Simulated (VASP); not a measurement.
# Al (Im-3m) in VASP: notebook

The runs below take Al through relaxation of cell and atoms, single point, with LDA, PBE.

Everything below comes from runs of VASP 6.6.1. Logs are shortened: lines on timing, memory, paths and dates and some standing lists are left out, and cuts for length are marked.

## 1. The cell of the first run

It takes space group Im-3m (No. 229, cubic). Conventional cell: a = 3.161 Å, b = 3.161 Å, c = 3.161 Å, α = 90.00°, β = 90.00°, γ = 90.00°. Al (site symmetry m-3m) has 14 Al at 2.74 to 3.16 Å within 3.6 Å.

## 2. Relaxation of cell and atoms, LDA

Contents of INCAR:

```
ALGO     = Normal         # electronic algorithm
EDIFF    = 1E-6           # SCF threshold, eV
EDIFFG   = -0.005         # ionic threshold
ENCUT    = 600            # plane-wave cutoff, eV
GGA      = CA             # functional
IBRION   = 2              # ionic algorithm
ISIF     = 3              # what is computed and relaxed
ISMEAR   = -1             # smearing method
LASPH    = True           # aspherical terms in the spheres
LCHARG   = False          # write CHGCAR
LREAL    = False          # projectors in reciprocal space
LWAVE    = False          # write WAVECAR
NELM     = 80             # most SCF steps
NSW      = 60             # ionic steps
PREC     = Accurate       # precision mode
SIGMA    = 0.08           # smearing width, eV
```

Contents of KPOINTS:

```
k-points
0
Gamma
  19 19 19
```

Contents of POSCAR:

```
Al
1.0
   -1.5807257788      1.5807257788      1.5807257788
    1.5807257788     -1.5807257788      1.5807257788
    1.5807257788      1.5807257788     -1.5807257788
Al
1
Direct
    0.0000000000      0.0000000000      0.0000000000
```

Potentials or basis: VASP PAW LDA potentials, release 64 (Al).

Launch:

```console
> cat potpaw_LDA.64/Al/POTCAR > POTCAR
> mpirun -np 1 vasp_std > vasp.out
```

OUTCAR:

```text
EDIFF = 1E-6
   EDIFFG = -0.005
   ENCUT = 600
   GGA = CA
   IBRION = 2
   ISIF = 3
   ISMEAR = -1
   LASPH = True
   LREAL = False
   NELM = 80
   NSW = 60
   PREC = Accurate

 ion  position               nearest neighbor table
   1  0.000  0.000  0.000-

  LATTYP: Found a body centered cubic cell.
 ALAT       =     3.1614515576

  Lattice vectors:

 A1 = (  -1.5807257788,   1.5807257788,   1.5807257788)
 A2 = (   1.5807257788,  -1.5807257788,   1.5807257788)
 A3 = (   1.5807257788,   1.5807257788,  -1.5807257788)

Analysis of symmetry for initial positions (statically):
=====================================================================
 Subroutine PRICEL returns:
 Original cell was already a primitive cell.

 Routine SETGRP: Setting up the symmetry group for a
 body centered cubic supercell.

 Subroutine GETGRP returns: Found 48 space group operations
 (whereof 48 operations were pure point group operations)
 out of a pool of 48 trial point group operations.

The static configuration has the point symmetry O_h .

Analysis of symmetry for dynamics (positions and initial velocities):
=====================================================================
 Subroutine PRICEL returns:
 Original cell was already a primitive cell.

 Routine SETGRP: Setting up the symmetry group for a
 body centered cubic supercell.

 Subroutine GETGRP returns: Found 48 space group operations
 (whereof 48 operations were pure point group operations)
 out of a pool of 48 trial point group operations.

The dynamic configuration has the point symmetry O_h .

 Subroutine INISYM returns: Found 48 space group operations
 (whereof 48 operations are pure point group operations),
 and found     1 'primitive' translations

----------------------------------------------------------------------------------------

                                     Primitive cell

  volume of cell :      15.7990

  direct lattice vectors                    reciprocal lattice vectors
    -1.580725779  1.580725779  1.580725779     0.000000000  0.316310398  0.316310398
     1.580725779 -1.580725779  1.580725779     0.316310398  0.000000000  0.316310398
     1.580725779  1.580725779 -1.580725779     0.316310398  0.316310398  0.000000000

  length of vectors
     2.737897362  2.737897362  2.737897362     0.447330455  0.447330455  0.447330455

  position of ions in fractional coordinates (direct lattice)
     0.000000000  0.000000000  0.000000000

  ion indices of the primitive-cell ions
   primitive index   ion index
                 1           1

----------------------------------------------------------------------------------------

 KPOINTS: k-points

Automatic generation of k-mesh.
 Grid dimensions read from file:
 generate k-points for:   19   19   19

 Generating k-lattice:

  Cartesian coordinates                     Fractional coordinates (reciprocal lattice)
     0.000000000  0.016647916  0.016647916     0.052631579  0.000000000  0.000000000
     0.016647916  0.000000000  0.016647916     0.000000000  0.052631579  0.000000000
     0.016647916  0.016647916  0.000000000     0.000000000  0.000000000  0.052631579

  Length of vectors
     0.023543708  0.023543708  0.023543708

  Shift w.r.t. Gamma in fractional coordinates (k-lattice)
     0.000000000  0.000000000  0.000000000

 Subroutine IBZKPT returns following result:
 ===========================================

 Found    220 irreducible k-points:

 Following reciprocal coordinates:
            Coordinates               Weight
  0.000000  0.000000  0.000000      1.000000
  0.052632  0.000000  0.000000     12.000000
  0.105263  0.000000  0.000000     12.000000
  0.157895  0.000000  0.000000     12.000000
  0.210526  0.000000  0.000000     12.000000
  0.263158  0.000000  0.000000     12.000000
[... 16 lines left out ...]
  0.263158  0.105263  0.000000     48.000000
  0.315789  0.105263  0.000000     48.000000
 [... further k-points ...]
   k-points           NKPTS =    220   k-points in BZ     NKDIM =    220   number of bands    NBANDS=      5
   number of dos      NEDOS =    301   number of ions     NIONS =      1
   total plane-waves  NPLWV =  13824
   dimension x,y,z NGX =    24 NGY =   24 NGZ =   24
   dimension x,y,z NGXF=    48 NGYF=   48 NGZF=   48
   ions per type =               1
   NGX,Y,Z   is equivalent  to a cutoff of  14.57, 14.57, 14.57 a.u.
   NGXF,Y,Z  is equivalent  to a cutoff of  29.15, 29.15, 29.15 a.u.
 SYSTEM =  unknown system
   PREC   = accura    normal or accurate (medium, high low for compatibility)
   ISTART =      0    job   : 0-new  1-cont  2-samecut
   ICHARG =      2    charge: 1-file 2-atom 10-const
   ISPIN  =      1    spin polarized calculation?
   LNONCOLLINEAR =      F non collinear calculations
   LSORBIT =      F    spin-orbit coupling
   LASPH  =      T    aspherical Exc in radial PAW
   ENCUT  =  600.0 eV  44.10 Ry    6.64 a.u.   5.47  5.47  5.47*2*pi/ulx,y,z
   NELM   =     80;   NELMIN=  2; NELMDL= -5     # of ELM steps
   EDIFF  = 0.1E-05   stopping-criterion for ELM
   LREAL  =      F    real-space projection
   EDIFFG = -.5E-02   stopping-criterion for IOM
   NSW    =     60    number of steps for IOM
   IBRION =      2    ionic relax: 0-MD 1-quasi-New 2-CG
   NFREE  =      1    steps in history (QN), initial steepest desc. (CG)
   ISIF   =      3    stress and relaxation
   ISYM   =      2    0-nonsym 1-usesym 2-fastsym
   POTIM  = 0.5000    time-step for ionic-motion
   TEBEG  =    0.0;   TEEND  =   0.0 temperature during run
   PSTRESS=    0.0 pullay stress
   NELECT =       3.0000    total number of electrons
   NUPDOWN=      -1.0000    fix difference up-down
   EMIN   =  10.00;   EMAX   =-10.00  energy-range for DOS
   EFERMI =   0.00;   METHOD = LEGACY
   ISMEAR =    -1;   SIGMA  =   0.08  broadening in eV -4-tet -1-fermi 0-gaus
   EFERMI_NEDOS =   21; number of points for ismear=-14 and -15
   IALGO  =     38    algorithm
   IMIX   =      4    mixing-type and parameters
     AMIX     =   0.40;   BMIX     =  1.00
     AMIX_MAG =   1.60;   BMIX_MAG =  1.00
  volume/ion in A,a.u.               =      15.80       106.62
  Fermi-wavevector in a.u.,A,eV,Ry     =   0.940962  1.778160 12.046725  0.885409
  Thomas-Fermi vector in A             =   2.068426
   LORBIT       =      0    0 simple, 1 ext, 2 COOP (PROOUT), +10 PAW based schemes
   GGA     = CA    functional components
   LHFCALC =     F    Hartree Fock is set to
   AEXX    =    0.0000 exact exchange contribution
   IVDW    =     0    specifies the selected vdW correction
   LEPSILON=     F    determine dielectric tensor
   LRPA    =     F    only Hartree local field effects (RPA)
 conjugate gradient relaxation of ions
 non-spin polarized calculation
  energy-cutoff  :      600.00
  volume of cell :       15.80
 maximum number of plane-waves:       543
 NGX is ok and might be reduce to    24
   NGX = 11   NGY = 11   NGZ = 11

--------------------------------------- Ionic step        1  -------------------------------------------

 number of electron       3.0000000 magnetization

 Free energy of the ion-electron system (eV)
  ---------------------------------------------------
  ext. energy  EPLUGINS =         0.00000000
  ---------------------------------------------------
  free energy    TOTEN  =        -4.09358677 eV

  energy without entropy =       -4.08476069  energy(sigma->0) =       -4.08917373

------------------------ aborting loop because EDIFF is reached ----------------------------------------

  FORCE on cell =-STRESS in cart. coord.  units (eV):
  Direction    XX          YY          ZZ          XY          YZ          ZX
  --------------------------------------------------------------------------------------
  -------------------------------------------------------------------------------------
  Total        0.2122006      0.2122006      0.2122006     -0.0000000     -0.0000000     -0.0000000
  in kB       21.5192709     21.5192709     21.5192709     -0.0000000     -0.0000000     -0.0000000
  external PRESSURE =      21.5192709 kB  Pullay stress =       0.0000000 kB

 VOLUME and BASIS-vectors are now :
 -----------------------------------------------------------------------------
  energy-cutoff  :      600.00
  volume of cell :       15.80
      direct lattice vectors                 reciprocal lattice vectors
    -1.580725779  1.580725779  1.580725779     0.000000000  0.316310398  0.316310398
     1.580725779 -1.580725779  1.580725779     0.316310398  0.000000000  0.316310398
     1.580725779  1.580725779 -1.580725779     0.316310398  0.316310398  0.000000000
[... 36 lines left out ...]
 POSITION                                       TOTAL-FORCE (eV/Angst)
 -----------------------------------------------------------------------------------
      0.00000      0.00000      0.00000         0.000000      0.000000      0.000000
 -----------------------------------------------------------------------------------
    total drift:                               -0.000000      0.000000      0.000000

  FREE ENERGIE OF THE ION-ELECTRON SYSTEM (eV)
  ---------------------------------------------------
  free  energy   TOTEN  =        -4.0963988544 eV

  energy  without entropy=       -4.0876310501  energy(sigma->0) =       -4.09201495

--------------------------------------- Ionic step        3  -------------------------------------------

 number of electron       3.0000000 magnetization

 Free energy of the ion-electron system (eV)
  ---------------------------------------------------
  ext. energy  EPLUGINS =         0.00000000
  ---------------------------------------------------
  free energy    TOTEN  =        -4.09644178 eV

  energy without entropy =       -4.08767089  energy(sigma->0) =       -4.09205633

 E-fermi :   7.9765     XC(G=0): -10.4075

 val. band max:        7.9533530509   @ k =  -0.3684  -0.4211   0.1053
 cond. band min:       7.9821499843   @ k =   0.2632   0.1579   0.1053
 fundamental gap:      0.0287969334
 Fermi energy:         7.9764512271

 k-point     1 :       0.0000    0.0000    0.0000
  band No.  band energies     occupation
      1      -3.2465      2.00000
      2      21.2535      0.00000
      3      21.2535      0.00000
      4      21.2535      0.00000
      5      22.6263      0.00000

 k-point     2 :       0.0526    0.0000    0.0000
  band No.  band energies     occupation
      1      -3.1661      2.00000
      2      20.1811      0.00000
      3      20.5946      0.00000
      4      20.9263      0.00000
      5      22.3085      0.00000

 k-point     3 :       0.1053    0.0000    0.0000
  band No.  band energies     occupation
      1      -2.9251      2.00000
      2      18.2011      0.00000
      3      19.6454      0.00000
      4      20.1791      0.00000
      5      21.5899      0.00000
[... 153 lines left out ...]
 k-point    23 :       0.2632    0.1053    0.0000
  band No.  band energies     occupation
      1      -0.1443      2.00000
      2      10.0028      0.00000
      3      14.1148      0.00000
      4      16.8089      0.00000
      5      20.1699      0.00000

 k-point    24 :       0.3158    0.1053    0.0000
  band No.  band energies     occupation
      1       0.8743      2.00000
      2       8.1508      0.20317
      3      13.6841      0.00000
      4      16.4045      0.00000
      5      19.7615      0.00000

 [... further k-points ...]
[... 5 lines left out ...]
  --------------------------------------------------------------------------------------
  -------------------------------------------------------------------------------------
  Total        0.0001617      0.0001617      0.0001617      0.0000000      0.0000000      0.0000000
  in kB        0.0159573      0.0159573      0.0159573      0.0000000      0.0000000      0.0000000
  external PRESSURE =       0.0159573 kB  Pullay stress =       0.0000000 kB

 VOLUME and BASIS-vectors are now :
 -----------------------------------------------------------------------------
  energy-cutoff  :      600.00
  volume of cell :       16.23
      direct lattice vectors                 reciprocal lattice vectors
    -1.595102275  1.595102275  1.595102275     0.000000000  0.313459524  0.313459524
     1.595102275 -1.595102275  1.595102275     0.313459524  0.000000000  0.313459524
     1.595102275  1.595102275 -1.595102275     0.313459524  0.313459524  0.000000000

 POSITION                                       TOTAL-FORCE (eV/Angst)
 -----------------------------------------------------------------------------------
      0.00000      0.00000      0.00000         0.000000      0.000000     -0.000000
 -----------------------------------------------------------------------------------
    total drift:                               -0.000000      0.000000      0.000000

  FREE ENERGIE OF THE ION-ELECTRON SYSTEM (eV)
  ---------------------------------------------------
  free  energy   TOTEN  =        -4.0964417765 eV

  energy  without entropy=       -4.0876708915  energy(sigma->0) =       -4.09205633

 reached required accuracy - stopping structural energy minimisation
```

Wall time 17 s (1 thread of AMD EPYC 9R45 (Zen 5), shared host); peak memory 0.11 GiB.

What came out:

* Free energy: -4.0964 eV
* Relaxed volume: 16.23 Å³/atom
* Relaxed cell: a = 2.763 Å, b = 2.763 Å, c = 2.763 Å, α = 109.47°, β = 109.47°, γ = 109.47°
* Space group after relaxing (to 0.05 Å): Im-3m (No. 229)
* Energy gained by relaxing: 2.9 meV/atom
* Ionic steps: 3
* Pressure after relaxing: 0.0 GPa

The path:
```
step  energy change (eV)  largest force (eV/Å)  pressure (GPa)  volume (Å³)
   1              0.0000                0.0000            2.15        15.80
   2             -0.0028                0.0000           -0.25        16.29
   3             -0.0029                0.0000            0.00        16.23
```

Final structure:
```
CELL_PARAMETERS angstrom
-1.59510 1.59510 1.59510
1.59510 -1.59510 1.59510
1.59510 1.59510 -1.59510
ATOMIC_POSITIONS crystal
Al 0.00000 0.00000 0.00000
```

Levels at points of the mesh, in eV from the Fermi level:
```
           k point  band 1  band 2  band 3  band 4  band 5
(0.00, 0.00, 0.00)  -11.22   13.28   13.28   13.28   14.65
```

(Part 1 of 2 ends here.)
